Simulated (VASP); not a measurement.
# MgO (Pm) in VASP: notebook, part 2 of 2

VASP 6.6.1.

## (4) Single point, PBE (atom 1 (Mg) moved by (-0.300, +0.300) A along x and y)

INCAR

```
SYSTEM = MgO
PREC     = Accurate       ! precision mode
ENCUT    = 520            ! plane-wave cutoff, eV
EDIFF    = 1E-6           ! SCF threshold, eV
ISMEAR   = 0              ! smearing method
SIGMA    = 0.05           ! smearing width, eV
LREAL    = .False.        ! projectors in reciprocal space
LASPH    = .True.         ! aspherical terms in the spheres
NELM     = 80             ! most SCF steps
ALGO     = Normal         ! electronic algorithm
ISIF     = 2              ! what is computed and relaxed
LWAVE    = .False.        ! write WAVECAR
LCHARG   = .False.        ! write CHGCAR
GGA      = PE             ! functional
NBANDS   = 11             ! bands
```

KPOINTS

```
regular mesh
0
Gamma
  9 9 8
  0 0 0
```

POSCAR

```
MgO
1.0
    2.9380209034      0.0000000000      0.0000000000
   -1.4690104517      2.5444007392      0.0000000000
    0.0000000000      0.0000000000      2.6796800000
Mg O
1 1
Direct
   -0.0431565749      0.1179059554      0.0000000000
    0.3333333333      0.6666666667      0.5000000000
```

Potentials or basis: VASP PAW PBE potentials, release 64 (Mg, O).

Command:

```
$ cat potpaw_PBE.64/Mg/POTCAR potpaw_PBE.64/O/POTCAR > POTCAR
$ mpirun -np 1 vasp_std > vasp.out
```

OUTCAR:

```text
SYSTEM = MgO
   PREC = Accurate
   ENCUT = 520
   EDIFF = 1E-6
   ISMEAR = 0
   LREAL = .False.
   LASPH = .True.
   NELM = 80
   ISIF = 2
   GGA = PE

 ion  position               nearest neighbor table
   1  0.957  0.118  0.000-   2 1.96   2 1.96   2 2.12   2 2.12   2 2.50   2 2.50
   2  0.333  0.667  0.500-   1 1.96   1 1.96   1 2.12   1 2.12   1 2.50   1 2.50

  LATTYP: Found a hexagonal cell.
 ALAT       =     2.9380209034
 C/A-ratio  =     0.9120697531

  Lattice vectors:

 A1 = (   2.9380209034,   0.0000000000,   0.0000000000)
 A2 = (  -1.4690104517,   2.5444007392,   0.0000000000)
 A3 = (   0.0000000000,   0.0000000000,   2.6796800000)

Analysis of symmetry for initial positions (statically):
=====================================================================
 Subroutine PRICEL returns:
 Original cell was already a primitive cell.

 Routine SETGRP: Setting up the symmetry group for a
 hexagonal supercell.

 Subroutine GETGRP returns: Found  2 space group operations
 (whereof  2 operations were pure point group operations)
 out of a pool of 24 trial point group operations.

The static configuration has the point symmetry C_1h.

Analysis of symmetry for dynamics (positions and initial velocities):
=====================================================================
 Subroutine PRICEL returns:
 Original cell was already a primitive cell.

 Routine SETGRP: Setting up the symmetry group for a
 hexagonal supercell.

 Subroutine GETGRP returns: Found  2 space group operations
 (whereof  2 operations were pure point group operations)
 out of a pool of 24 trial point group operations.

The dynamic configuration has the point symmetry C_1h.

 Subroutine INISYM returns: Found  2 space group operations
 (whereof  2 operations are pure point group operations),
 and found     1 'primitive' translations

----------------------------------------------------------------------------------------
[... 120 lines left out ...]
   AEXX    =    0.0000 exact exchange contribution
   IVDW    =     0    specifies the selected vdW correction
   LEPSILON=     F    determine dielectric tensor
   LRPA    =     F    only Hartree local field effects (RPA)
 non-spin polarized calculation
 Gauss-broadening in eV      SIGMA  =   0.05
  energy-cutoff  :      520.00
  volume of cell :       20.03
 maximum number of plane-waves:       562
 NGX is ok and might be reduce to    24
   NGX = 11   NGY = 11   NGZ =  9

 number of electron       7.9999996 magnetization

 Free energy of the ion-electron system (eV)
  ---------------------------------------------------
  ext. energy  EPLUGINS =         0.00000000
  ---------------------------------------------------
  free energy    TOTEN  =       -11.00829948 eV

  energy without entropy =      -11.00829948  energy(sigma->0) =      -11.00829948

 E-fermi :   3.8957     XC(G=0): -10.7012

 val. band max:        3.5670671416   @ k =   0.0000   0.0000   0.5000
 cond. band min:       6.1226133326   @ k =   0.0000   0.0000   0.0000
 fundamental gap:      2.5555461910
 Fermi energy:         3.8957418585

 k-point     1 :       0.0000    0.0000    0.0000
  band No.  band energies     occupation
      1     -14.2009      2.00000
      2       2.4254      2.00000
      3       2.7623      2.00000
      4       2.9736      2.00000
      5       6.1226      0.00000
      6      15.1247      0.00000
      7      18.3068      0.00000
      8      19.6692      0.00000
      9      22.4664      0.00000
     10      24.0628      0.00000
     11      25.8225      0.00000
[... 309 lines left out ...]
 k-point    24 :      -0.1111    0.4444    0.0000
  band No.  band energies     occupation
      1     -13.2593      2.00000
      2      -1.1785      2.00000
      3       1.6928      2.00000
      4       3.0099      2.00000
      5       9.8224      0.00000
      6      13.5201      0.00000
      7      17.3893      0.00000
      8      20.3617      0.00000
      9      22.7632      0.00000
     10      26.0253      0.00000
     11      26.5781      0.00000

 [... further k-points ...]

------------------------ aborting loop because EDIFF is reached ----------------------------------------

  FORCE on cell =-STRESS in cart. coord.  units (eV):
  Direction    XX          YY          ZZ          XY          YZ          ZX
  --------------------------------------------------------------------------------------
  -------------------------------------------------------------------------------------
  Total        0.6060605      0.9019823      1.2848394     -0.1863460      0.0000000      0.0000000
  in kB       48.4733760     72.1415205    102.7628376    -14.9041525      0.0000000      0.0000000
  external PRESSURE =      74.4592447 kB  Pullay stress =       0.0000000 kB

 VOLUME and BASIS-vectors are now :
 -----------------------------------------------------------------------------
  energy-cutoff  :      520.00
  volume of cell :       20.03
      direct lattice vectors                 reciprocal lattice vectors
     2.938020903  0.000000000  0.000000000     0.340365175  0.196509926  0.000000000
    -1.469010452  2.544400739  0.000000000     0.000000000  0.393019851  0.000000000
     0.000000000  0.000000000  2.679680000     0.000000000  0.000000000  0.373178887

 POSITION                                       TOTAL-FORCE (eV/Angst)
 -----------------------------------------------------------------------------------
      2.63802      0.30000      0.00000         0.046773     -1.211272      0.000000
     -0.00000      1.69627      1.33984        -0.046773      1.211272      0.000000
 -----------------------------------------------------------------------------------
    total drift:                               -0.000095      0.000173     -0.000000

  FREE ENERGIE OF THE ION-ELECTRON SYSTEM (eV)
  ---------------------------------------------------
  free  energy   TOTEN  =       -11.0082994765 eV

  energy  without entropy=      -11.0082994765  energy(sigma->0) =      -11.00829948
```

OSZICAR:

```text
N       E                     dE             d eps       ncg     rms          rms(c)
DAV:   1     0.200073003629E+02    0.20007E+02   -0.43029E+03  4550   0.636E+02
DAV:   2    -0.120797086504E+02   -0.32087E+02   -0.31270E+02  5230   0.143E+02
DAV:   3    -0.129382139011E+02   -0.85851E+00   -0.85786E+00  5473   0.220E+01
DAV:   4    -0.129405189832E+02   -0.23051E-02   -0.23050E-02  4935   0.131E+00
DAV:   5    -0.129405272764E+02   -0.82931E-05   -0.82932E-05  5368   0.751E-02    0.773E+00
DAV:   6    -0.110660028532E+02    0.18745E+01   -0.10733E+01  4702   0.175E+01    0.246E+00
DAV:   7    -0.110287994428E+02    0.37203E-01   -0.76718E-02  5094   0.236E+00    0.143E+00
DAV:   8    -0.110088130022E+02    0.19986E-01   -0.41021E-02  4765   0.216E+00    0.279E-01
DAV:   9    -0.110083013058E+02    0.51170E-03   -0.96659E-04  5269   0.234E-01    0.153E-01
DAV:  10    -0.110082988605E+02    0.24453E-05   -0.46279E-04  4821   0.174E-01    0.174E-02
DAV:  11    -0.110082990551E+02   -0.19463E-06   -0.16314E-05  5197   0.337E-02    0.152E-02
DAV:  12    -0.110082994765E+02   -0.42134E-06   -0.77469E-06  4852   0.218E-02
   1 F= -.11008299E+02 E0= -.11008299E+02  d E =-.745755E-23
```

Run time: 47 s. Hardware: 1 thread of Intel Xeon 8259CL, shared host; peak memory 0.17 GiB.

What came out:

| Item | Value |
| --- | --- |
| Free energy | -11.0083 eV |
| Pressure | 7.4 GPa |
| Largest force | 1.212 eV/Å |
| Band gap on the k mesh | 2.56 eV, indirect (least direct gap 3.15 eV) |

Forces on the atoms (eV/Å):
```
Mg   0.047 -1.211  0.000
O   -0.047  1.211  0.000
```

Stress tensor (GPa, compression positive):
```
 4.85 -1.49  0.00
-1.49  7.21  0.00
 0.00  0.00 10.28
```

Levels at points of the mesh, in eV from the valence-band top:
```csv
k point,band 1,band 2,band 3,band 4,band 5,band 6,band 7,band 8,band 9
"(0.00, 0.00, 0.00)",-17.77,-1.14,-0.80,-0.59,2.56,11.56,14.74,16.10,18.90
"(0.00, 0.00, 0.50)",-16.71,-5.64,-0.90,0.00,8.00,8.17,17.69,17.96,18.52
```

Caveat: the cell differs from its parent crystal (atom 1 (Mg) moved by (-0.300, +0.300) A along x and y); forces of over 1 eV/Å act on the atoms, so gaps and moduli don't describe the material at rest. A k mesh can miss the band edges.
